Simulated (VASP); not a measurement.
A run of VASP 6.6.1:

File POSCAR:

```
BaHfO3
1.0
    4.2606493671      0.0000000000      0.0000000000
    0.0000000000      4.2606493671      0.0000000000
    0.0000000000      0.0000000000      4.1376329872
Ba Hf O
1 1 3
Direct
    0.5000000000      0.5000000000      0.5000000000
    0.0000000000      0.0000000000      0.0000000000
    0.0000000000      0.5000000000      0.0000000000
    0.5000000000      0.0000000000      0.0000000000
    0.0000000000      0.0000000000      0.5000000000
```

Contents of INCAR.step1:

```
SYSTEM = BaHfO3
  PREC = Accurate
  ENCUT = 520
  ISMEAR = 0
  SIGMA = 0.02
  LREAL = .False.
  LASPH = .True.
  NELM = 60
  NBANDS = 27
  GGA = PE
  ALGO = Normal
  EDIFF = 1E-4
  LWAVE = .True.
  LCHARG = .False.
```

INCAR.step2

```
SYSTEM = BaHfO3
  PREC = Accurate
  ENCUT = 520
  EDIFF = 1E-6
  ISMEAR = 0
  SIGMA = 0.02
  LREAL = .False.
  LASPH = .True.
  NELM = 60
  ALGO = Normal
  ISIF = 2
  LWAVE = .False.
  LCHARG = .False.
  METAGGA = R2SCAN
  LMIXTAU = .True.
  NBANDS = 27
  ISTART = 1
```

The input KPOINTS:

```
Automatic mesh
0
Gamma
  6 6 6
  0 0 0
```

Potentials or basis: VASP PAW PBE potentials, release 64 (Ba_sv, Hf_pv, O).

Launch:

```bash
$ cat potpaw_PBE.64/Ba_sv/POTCAR potpaw_PBE.64/Hf_pv/POTCAR potpaw_PBE.64/O/POTCAR > POTCAR
$ cp INCAR.step1 INCAR
$ mpirun -np 1 vasp_std > vasp.out
$ cp INCAR.step2 INCAR
$ mpirun -np 1 vasp_std > vasp.out
```

Hardware: 1 thread of Intel(R) Xeon(R) 6975P-C (Granite Rapids), with other jobs on the host.

Question: How long does it take, and how much memory?

Answer: Wall time 100 s on 1 thread of Intel(R) Xeon(R) 6975P-C (Granite Rapids), on a shared host, peak memory 0.24 GiB. Counts: k points 40.
